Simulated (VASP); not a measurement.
Set up this calculation in VASP 6.6.1, as the native input.

| Quantity | Value |
| --- | --- |
| Task | single point |
| Functional | PBE |
| Potentials or basis | VASP PAW PBE potentials, release 64 (Zr_sv, Si) |
| Cutoff | 500 eV |
| k mesh | 5 × 5 × 6 |
| Occupations | gaussian, width 0.2 eV |
| Spin | no spin polarisation |
| Dipole correction | no |
| Further INCAR settings | ALGO = Normal; EDIFF = 1e-06; NBANDS = 17 |

The structure of ZrSi2 lies in POSCAR:

```
ZrSi2
1.0
    3.6776590897      0.0000000000      0.0000000000
    0.0000000000      3.6776590897      0.0000000000
    0.0000000000      0.0000000000      4.1406914124
Zr Si
1 2
Direct
    0.5000000000      0.5000000000      0.5000000000
    0.0000000000      0.5000000000      0.0000093099
    0.5000000000      0.0000000000      0.9999906901
```

The cell was generated, and may not be a known phase.

These files were run (other wordings do the same):

INCAR

```
SYSTEM = ZrSi2
ALGO = Normal
EDIFF = 1E-6
ENCUT = 500
GGA = PE
GGA_COMPAT = .False.
ISIF = 2
ISMEAR = 0
LASPH = .True.
LCHARG = .True.
LELF = .True.
LREAL = .False.
LVHAR = .True.
LWAVE = .False.
NBANDS = 17
NELM = 120
PREC = Accurate
SIGMA = 0.2
```

KPOINTS

```
k-points
0
Gamma
  5 5 6
  0 0 0
```

Potentials or basis: VASP PAW PBE potentials, release 64 (Zr_sv, Si).

Run with:

```sh
$ cat potpaw_PBE.64/Zr_sv/POTCAR potpaw_PBE.64/Si/POTCAR > POTCAR
$ mpirun -np 1 vasp_std > vasp.out
```

It gave:

The pressure is -0.3 GPa and the band gap on the k mesh is zero (bands 10 and 11 overlap by 1.75 eV).

It took 20 s on 1 thread of Intel Xeon 8259CL (shared host), peak memory 0.17 GiB.
